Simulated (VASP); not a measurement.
Input of a VASP 6.6.1 run:

INCAR

```
SYSTEM = BeI
ALGO = Normal
EDIFF = 1E-6
EDIFFG = -0.04
ENCUT = 600
GGA = PE
IBRION = 2
ISIF = 3
ISMEAR = 0
LASPH = .True.
LCHARG = .False.
LREAL = .False.
LWAVE = .False.
NELM = 60
NSW = 90
PREC = Accurate
SIGMA = 0.1
```

The input KPOINTS:

```
k-points
0
Gamma
  6 6 6
  0 0 0
```

Contents of POSCAR:

```
BeI
1.0
    2.4440369700      1.4110654000      4.0267699600
   -2.4440369700      1.4110654000      4.0267699600
    0.0000000000     -2.8221308000      4.0267699600
Be I
1 1
Direct
    0.5000000000      0.5000000000      0.5000000000
    0.0000000000      0.0000000000      0.0000000000
```

Potentials or basis: VASP PAW PBE potentials, release 64 (Be, I).

The run is started by

```console
$ cat potpaw_PBE.64/Be/POTCAR potpaw_PBE.64/I/POTCAR > POTCAR
$ mpirun -np 1 vasp_std > vasp.out
```

Problem. Predict the relaxed cell.

Solution. a = 3.952 Å, b = 3.952 Å, c = 3.952 Å, α = 59.85°, β = 59.85°, γ = 59.85°.

Problem. Predict the space group after relaxing (to 0.05 Å).

Solution. Fm-3m (No. 225).

The path:
```csv
step,energy change (eV),largest force (eV/Å),pressure (GPa),volume (Å³)
1,0.0000,0.0000,-5.33,83.32
2,-0.5474,0.0000,-5.74,67.71
3,-0.6616,0.0000,21.26,32.79
4,-1.0183,0.0000,-4.39,53.27
5,-1.1477,0.0000,4.49,39.57
6,-1.1880,0.0000,-1.59,45.15
7,-1.1974,0.0000,-0.17,43.49
```

Caveat: the volume moved by over 15 % at a fixed basis, so the end points are rough; an odd number of electrons without spin polarisation forces a metal; a magnetic or distorted state may lie lower.
